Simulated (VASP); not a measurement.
Write the native input for VASP 6.6.1 that does the following.

```yaml
Task: single point
Functional: r2SCAN
Potentials_or_basis: VASP PAW PBE potentials, release 64 (C, Ca_sv)
Cutoff: 520 eV
k_mesh: 6 × 6 × 6
Occupations: gaussian, width 0.01 eV
Spin: no spin polarisation
Dipole_correction: no
Further_INCAR_settings: ALGO = Normal; EDIFF = 1e-06; NBANDS = 19
```

The system is Ca2C.

```
C Ca
1.0
     0.00000    3.12858    3.12858
     3.12858    0.00000    3.12858
     3.12858    3.12858    0.00000
C Ca
1 2
Direct
  0.00000 0.00000 0.00000
  0.25000 0.25000 0.25000
  0.75000 0.75000 0.75000
```

These files were run (other wordings do the same):

POSCAR

```
Ca2C
1.0
    0.0000000000      3.1285803947      3.1285803947
    3.1285803947      0.0000000000      3.1285803947
    3.1285803947      3.1285803947      0.0000000000
C Ca
1 2
Direct
    0.0000000000      0.0000000000      0.0000000000
    0.2500000000      0.2500000000      0.2500000000
    0.7500000000      0.7500000000      0.7500000000
```

INCAR.step1

```
SYSTEM = Ca2C
PREC = Accurate
ENCUT = 520
ISMEAR = 0
SIGMA = 0.01
LREAL = .False.
LASPH = .True.
NELM = 80
NBANDS = 19
GGA = PE
ALGO = Normal
EDIFF = 1E-4
LWAVE = .True.
LCHARG = .False.
```

INCAR.step2

```
SYSTEM = Ca2C
PREC = Accurate
ENCUT = 520
EDIFF = 1E-6
ISMEAR = 0
SIGMA = 0.01
LREAL = .False.
LASPH = .True.
NELM = 80
ALGO = Normal
ISIF = 2
LWAVE = .False.
LCHARG = .False.
METAGGA = R2SCAN
LMIXTAU = .True.
NBANDS = 19
ISTART = 1
```

KPOINTS

```
Automatic mesh
0
Gamma
  6 6 6
  0 0 0
```

Potentials or basis: VASP PAW PBE potentials, release 64 (C, Ca_sv).

Command:

```sh
$ cat potpaw_PBE.64/C/POTCAR potpaw_PBE.64/Ca_sv/POTCAR > POTCAR
$ cp INCAR.step1 INCAR
$ mpirun -np 1 vasp_std > vasp.out
$ cp INCAR.step2 INCAR
$ mpirun -np 1 vasp_std > vasp.out
```

It gave:

The pressure is 0.4 GPa and the band gap on the k mesh is 0.40 eV.

Caveat: the PAW data sets were made with another functional, which shifts forces and pressure a little.

Run time: 110 s on 1 thread of Intel(R) Xeon(R) Platinum 8488C (Sapphire Rapids), on a shared host, peak memory 0.22 GiB.
